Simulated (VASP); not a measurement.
# Pt (Fm-3m) in VASP: a series of runs

Pt is run at these levels: PBE; tasks: single point, relaxation of cell and atoms.

Program: VASP 6.6.1. These are calculated values, not measurements. Logs are shortened: lines on timing, memory, paths and dates and some standing lists are left out, and cuts for length are marked.

## Step 1: The cell of the first run

Symmetry: Fm-3m, No. 225, cubic system. Conventional cell: a = 3.970 Å, b = 3.970 Å, c = 3.970 Å, α = 90.00°, β = 90.00°, γ = 90.00°. Pt (site symmetry m-3m) has 12 Pt at 2.81 Å within 3.7 Å.

## Step 2: Single point, PBE

INCAR

```
ALGO = Normal
EDIFF = 1E-6
ENCUT = 520
GGA = PE
ISIF = 2
ISMEAR = 0
LASPH = True
LCHARG = False
LREAL = False
LWAVE = False
NBANDS = 11
NELM = 80
PREC = Accurate
SIGMA = 0.1
```

KPOINTS

```
k-points
0
Gamma
  18 18 18
```

POSCAR

```
Pt
1.0
    0.0000000000      1.9851254616      1.9851254616
    1.9851254616      0.0000000000      1.9851254616
    1.9851254616      1.9851254616      0.0000000000
Pt
1
Direct
    0.0000000000      0.0000000000      0.0000000000
```

Potentials or basis: VASP PAW PBE potentials, release 64 (Pt).

Launch:

```
$ cat potpaw_PBE.64/Pt/POTCAR > POTCAR
$ mpirun -np 1 vasp_std > vasp.out
```

OUTCAR:

```text
EDIFF = 1E-6
   ENCUT = 520
   GGA = PE
   ISIF = 2
   ISMEAR = 0
   LASPH = True
   LREAL = False
   NELM = 80
   PREC = Accurate

 ion  position               nearest neighbor table
   1  0.000  0.000  0.000-

  LATTYP: Found a face centered cubic cell.
 ALAT       =     3.9702509232

  Lattice vectors:

 A1 = (   0.0000000000,   1.9851254616,   1.9851254616)
 A2 = (   1.9851254616,   0.0000000000,   1.9851254616)
 A3 = (   1.9851254616,   1.9851254616,   0.0000000000)

Analysis of symmetry for initial positions (statically):
=====================================================================
 Subroutine PRICEL returns:
 Original cell was already a primitive cell.

 Routine SETGRP: Setting up the symmetry group for a
 face centered cubic supercell.

 Subroutine GETGRP returns: Found 48 space group operations
 (whereof 48 operations were pure point group operations)
 out of a pool of 48 trial point group operations.

The static configuration has the point symmetry O_h .

Analysis of symmetry for dynamics (positions and initial velocities):
=====================================================================
 Subroutine PRICEL returns:
 Original cell was already a primitive cell.

 Routine SETGRP: Setting up the symmetry group for a
 face centered cubic supercell.

 Subroutine GETGRP returns: Found 48 space group operations
 (whereof 48 operations were pure point group operations)
 out of a pool of 48 trial point group operations.

The dynamic configuration has the point symmetry O_h .

 Subroutine INISYM returns: Found 48 space group operations
 (whereof 48 operations are pure point group operations),
 and found     1 'primitive' translations

----------------------------------------------------------------------------------------

                                     Primitive cell

  volume of cell :      15.6457

  direct lattice vectors                    reciprocal lattice vectors
     0.000000000  1.985125462  1.985125462    -0.251873249  0.251873249  0.251873249
     1.985125462  0.000000000  1.985125462     0.251873249 -0.251873249  0.251873249
     1.985125462  1.985125462  0.000000000     0.251873249  0.251873249 -0.251873249

  length of vectors
     2.807391351  2.807391351  2.807391351     0.436257265  0.436257265  0.436257265

  position of ions in fractional coordinates (direct lattice)
     0.000000000  0.000000000  0.000000000

  ion indices of the primitive-cell ions
   primitive index   ion index
                 1           1

[... 78 lines left out ...]
   ISYM   =      2    0-nonsym 1-usesym 2-fastsym
   POTIM  = 0.5000    time-step for ionic-motion
   TEBEG  =    0.0;   TEEND  =   0.0 temperature during run
   PSTRESS=    0.0 pullay stress
   NELECT =      10.0000    total number of electrons
   NUPDOWN=      -1.0000    fix difference up-down
   EMIN   =  10.00;   EMAX   =-10.00  energy-range for DOS
   EFERMI =   0.00;   METHOD = LEGACY
   ISMEAR =     0;   SIGMA  =   0.10  broadening in eV -4-tet -1-fermi 0-gaus
   EFERMI_NEDOS =   21; number of points for ismear=-14 and -15
   IALGO  =     38    algorithm
   IMIX   =      4    mixing-type and parameters
     AMIX     =   0.40;   BMIX     =  1.00
     AMIX_MAG =   1.60;   BMIX_MAG =  1.00
  volume/ion in A,a.u.               =      15.65       105.58
  Fermi-wavevector in a.u.,A,eV,Ry     =   1.410188  2.664868 27.056939  1.988629
  Thomas-Fermi vector in A             =   2.532167
   LORBIT       =      0    0 simple, 1 ext, 2 COOP (PROOUT), +10 PAW based schemes
   GGA     = PE    functional components
   LHFCALC =     F    Hartree Fock is set to
   AEXX    =    0.0000 exact exchange contribution
   IVDW    =     0    specifies the selected vdW correction
   LEPSILON=     F    determine dielectric tensor
   LRPA    =     F    only Hartree local field effects (RPA)
 non-spin polarized calculation
 Gauss-broadening in eV      SIGMA  =   0.10
  energy-cutoff  :      520.00
  volume of cell :       15.65
 maximum number of plane-waves:       444
 NGX is ok and might be reduce to    24
   NGX = 11   NGY = 11   NGZ = 11

 number of electron      10.0000002 magnetization

 Free energy of the ion-electron system (eV)
  ---------------------------------------------------
  ext. energy  EPLUGINS =         0.00000000
  ---------------------------------------------------
  free energy    TOTEN  =        -6.10004357 eV

  energy without entropy =       -6.08876706  energy(sigma->0) =       -6.09440532

 E-fermi :  10.5714     XC(G=0): -13.2708

 val. band max:       10.5711038717   @ k =  -0.3333   0.3889   0.1111
 cond. band min:      10.5820136805   @ k =   0.4444   0.1111   0.0000
 fundamental gap:      0.0109098089
 Fermi energy:        10.5714429279

 k-point     1 :       0.0000    0.0000    0.0000
  band No.  band energies     occupation
      1       0.7628      2.00000
      2       7.0023      2.00000
      3       7.0023      2.00000
      4       7.0023      2.00000
      5       9.0297      2.00000
      6       9.0297      2.00000
      7      25.3077      0.00000
      8      30.0664      0.00000
      9      30.0664      0.00000
     10      30.0664      0.00000
     11      35.2781      0.00000
[... 309 lines left out ...]
 k-point    24 :      -0.2222    0.0556    0.0000
  band No.  band energies     occupation
      1       2.7495      2.00000
      2       6.5417      2.00000
      3       7.3746      2.00000
      4       7.4380      2.00000
      5       8.8544      2.00000
      6       9.4927      2.00000
      7      24.0496      0.00000
      8      27.0394      0.00000
      9      31.2520      0.00000
     10      32.7668      0.00000
     11      33.9698      0.00000

 [... further k-points ...]

------------------------ aborting loop because EDIFF is reached ----------------------------------------

  FORCE on cell =-STRESS in cart. coord.  units (eV):
  Direction    XX          YY          ZZ          XY          YZ          ZX
  --------------------------------------------------------------------------------------
  -------------------------------------------------------------------------------------
  Total       -0.0503754     -0.0503754     -0.0503754      0.0000000     -0.0000000      0.0000000
  in kB       -5.1586379     -5.1586379     -5.1586379      0.0000000     -0.0000000      0.0000000
  external PRESSURE =      -5.1586379 kB  Pullay stress =       0.0000000 kB

 VOLUME and BASIS-vectors are now :
 -----------------------------------------------------------------------------
  energy-cutoff  :      520.00
  volume of cell :       15.65
      direct lattice vectors                 reciprocal lattice vectors
     0.000000000  1.985125462  1.985125462    -0.251873249  0.251873249  0.251873249
     1.985125462  0.000000000  1.985125462     0.251873249 -0.251873249  0.251873249
     1.985125462  1.985125462  0.000000000     0.251873249  0.251873249 -0.251873249

 POSITION                                       TOTAL-FORCE (eV/Angst)
 -----------------------------------------------------------------------------------
      0.00000      0.00000      0.00000         0.000000     -0.000000     -0.000000
 -----------------------------------------------------------------------------------
    total drift:                               -0.000000      0.000000     -0.000000

  FREE ENERGIE OF THE ION-ELECTRON SYSTEM (eV)
  ---------------------------------------------------
  free  energy   TOTEN  =        -6.1000435711 eV

  energy  without entropy=       -6.0887670617  energy(sigma->0) =       -6.09440532
```

OSZICAR:

```text
N       E                     dE             d eps       ncg     rms          rms(c)
DAV:   1     0.396345893704E+02    0.39635E+02   -0.53819E+03  4386   0.841E+02
DAV:   2    -0.585517435003E+01   -0.45490E+02   -0.43520E+02  4941   0.175E+02
DAV:   3    -0.648011870742E+01   -0.62494E+00   -0.61792E+00  4985   0.194E+01
DAV:   4    -0.648268483957E+01   -0.25661E-02   -0.25659E-02  4929   0.147E+00
DAV:   5    -0.648270624227E+01   -0.21403E-04   -0.21403E-04  5024   0.125E-01    0.116E+01
DAV:   6    -0.613768985587E+01    0.34502E+00   -0.83007E-01  4644   0.717E+00    0.612E+00
DAV:   7    -0.610324576775E+01    0.34444E-01   -0.13097E-01  4917   0.278E+00    0.248E+00
DAV:   8    -0.610026909377E+01    0.29767E-02   -0.56588E-03  4653   0.639E-01    0.569E-01
DAV:   9    -0.610004139759E+01    0.22770E-03   -0.22379E-04  4791   0.127E-01    0.500E-02
DAV:  10    -0.610004375804E+01   -0.23604E-05   -0.53678E-06  5261   0.177E-02    0.664E-03
DAV:  11    -0.610004357109E+01    0.18694E-06   -0.33755E-08  2634   0.181E-03
   1 F= -.61000436E+01 E0= -.60944053E+01  d E =-.112765E-01
```

stdout:

```text
POSCAR found type information on POSCAR Pt
 POSCAR found :  1 types and       1 ions
 scaLAPACK will be used
 LDA part: xc-table for (Slater+PW92), standard interpolation
 POSCAR, INCAR and KPOINTS ok, starting setup
 FFT: planning ... GRIDC
 FFT: planning ... GRID_SOFT
 FFT: planning ... GRID
 WAVECAR not read
 entering main loop
```

It took 12 s on 1 thread of Intel Xeon 6975P-C (Granite Rapids), shared host; peak memory 0.16 GiB.

What came out:

```
Free energy            : -6.1000 eV
Pressure               : -0.5 GPa
Band gap on the k mesh : zero (band 5 reaches 11.03 eV, above the bottom of band 6 at 8.94 eV)
```

Levels at points of the mesh, in eV from the Fermi level:
```
           k point  band 1  band 2  band 3  band 4  band 5  band 6  band 7  band 8  band 9  band 10
(0.00, 0.00, 0.00)   -9.81   -3.57   -3.57   -3.57   -1.54   -1.54   14.74   19.49   19.49    19.49
(0.50, 0.00, 0.00)   -6.95   -3.63   -3.63   -0.32    0.03    0.03    5.56   14.29   18.73    18.73
(0.50, 0.50, 0.00)   -6.68   -6.24   -0.01    0.45    0.45    1.85    8.49   11.28   11.28    19.70
```

Caveat: spin-orbit coupling is left out, which moves the levels of the heavy elements.

## Step 3: Relaxation of cell and atoms, PBE

INCAR

```
SYSTEM = Pt
PREC     = Accurate       ! precision mode
ENCUT    = 600            ! plane-wave cutoff, eV
EDIFF    = 1E-7           ! SCF threshold, eV
ISMEAR   = 0              ! smearing method
SIGMA    = 0.1            ! smearing width, eV
LREAL    = .FALSE.        ! projectors in reciprocal space
LASPH    = .TRUE.         ! aspherical terms in the spheres
NELM     = 80             ! most SCF steps
ALGO     = Normal         ! electronic algorithm
ISIF     = 3              ! what is computed and relaxed
LWAVE    = .FALSE.        ! write WAVECAR
LCHARG   = .FALSE.        ! write CHGCAR
GGA      = PE             ! functional
IBRION   = 2              ! ionic algorithm
NSW      = 80             ! ionic steps
EDIFFG   = -0.01          ! ionic threshold
```

KPOINTS

```
regular mesh
0
G
  18 18 18
  0 0 0
```

POSCAR is that of step 2.

Potentials or basis: VASP PAW PBE potentials, release 64 (Pt).

Launch:

```
$ cat potpaw_PBE.64/Pt/POTCAR > POTCAR
$ mpirun -np 1 vasp_std > vasp.out
```

OUTCAR:

```text
SYSTEM = Pt
   PREC = Accurate
   ENCUT = 600
   EDIFF = 1E-7
   ISMEAR = 0
   LREAL = .FALSE.
   LASPH = .TRUE.
   NELM = 80
   ISIF = 3
   GGA = PE
   IBRION = 2
   NSW = 80
   EDIFFG = -0.01

 ion  position               nearest neighbor table
   1  0.000  0.000  0.000-

  LATTYP: Found a face centered cubic cell.
 ALAT       =     3.9702509232

  Lattice vectors:

 A1 = (   0.0000000000,   1.9851254616,   1.9851254616)
 A2 = (   1.9851254616,   0.0000000000,   1.9851254616)
 A3 = (   1.9851254616,   1.9851254616,   0.0000000000)

Analysis of symmetry for initial positions (statically):
=====================================================================
 Subroutine PRICEL returns:
 Original cell was already a primitive cell.

 Routine SETGRP: Setting up the symmetry group for a
 face centered cubic supercell.

 Subroutine GETGRP returns: Found 48 space group operations
 (whereof 48 operations were pure point group operations)
 out of a pool of 48 trial point group operations.

[... 167 lines left out ...]
  --------------------------------------------------------------------------------------
  -------------------------------------------------------------------------------------
  Total       -0.0424065     -0.0424065     -0.0424065     -0.0000000     -0.0000000      0.0000000
  in kB       -4.3425953     -4.3425953     -4.3425953     -0.0000000     -0.0000000      0.0000000
  external PRESSURE =      -4.3425953 kB  Pullay stress =       0.0000000 kB
[... 57 lines left out ...]
--------------------------------------- Ionic step        3  -------------------------------------------

 number of electron      10.0000002 magnetization

 Free energy of the ion-electron system (eV)
  ---------------------------------------------------
  ext. energy  EPLUGINS =         0.00000000
  ---------------------------------------------------
  free energy    TOTEN  =        -6.10024971 eV

  energy without entropy =       -6.08900380  energy(sigma->0) =       -6.09462675

 E-fermi :  10.6050     XC(G=0): -13.2815

 val. band max:       10.6046765581   @ k =  -0.3333   0.3889   0.1111
 cond. band min:      10.6158132189   @ k =   0.4444   0.1111   0.0000
 fundamental gap:      0.0111366608
 Fermi energy:        10.6049766491

 k-point     1 :       0.0000    0.0000    0.0000
  band No.  band energies     occupation
      1       0.7766      2.00000
      2       7.0250      2.00000
      3       7.0250      2.00000
      4       7.0250      2.00000
      5       9.0586      2.00000
      6       9.0586      2.00000
      7      25.3367      0.00000
      8      30.1057      0.00000
      9      30.1057      0.00000
[... 265 lines left out ...]
 k-point    24 :      -0.2222    0.0556    0.0000
  band No.  band energies     occupation
      1       2.7661      2.00000
      2       6.5630      2.00000
      3       7.3983      2.00000
      4       7.4619      2.00000
      5       8.8824      2.00000
      6       9.5228      2.00000
      7      24.0942      0.00000
      8      27.0766      0.00000
      9      31.3051      0.00000

 [... further k-points ...]
[... 5 lines left out ...]
  --------------------------------------------------------------------------------------
  -------------------------------------------------------------------------------------
  Total        0.0026121      0.0026121      0.0026121      0.0000000      0.0000000      0.0000000
  in kB        0.2679789      0.2679789      0.2679789      0.0000000      0.0000000      0.0000000
  external PRESSURE =       0.2679789 kB  Pullay stress =       0.0000000 kB
[... 16 lines left out ...]
  FREE ENERGIE OF THE ION-ELECTRON SYSTEM (eV)
  ---------------------------------------------------
  free  energy   TOTEN  =        -6.1002497109 eV

  energy  without entropy=       -6.0890037965  energy(sigma->0) =       -6.09462675

 reached required accuracy - stopping structural energy minimisation
```

Wall time 20 s (1 thread of Intel Xeon 6975P-C (Granite Rapids), shared host); peak memory 0.17 GiB.

What came out:

```yaml
Free_energy: -6.1002 eV
Relaxed_volume: 15.62 Å³/atom
Relaxed_cell: a = 2.806 Å, b = 2.806 Å, c = 2.806 Å, α = 60.00°, β = 60.00°, γ = 60.00°
Space_group_after_relaxing_to_0.05_Å: Fm-3m (No. 225)
Energy_gained_by_relaxing: 0.0 meV/atom
Ionic_steps: 3
Pressure_after_relaxing: 0.0 GPa
Band_gap_on_the_k_mesh: zero (band 5 reaches 11.06 eV, above the bottom of band 6 at 8.96 eV)
```

Final structure:
```
Pt
1.0
     0.00000    1.98393    1.98393
     1.98393    0.00000    1.98393
     1.98393    1.98393    0.00000
Pt
1
Direct
  0.00000 0.00000 0.00000
```

Caveat: spin-orbit coupling is left out, which moves the levels of the heavy elements.
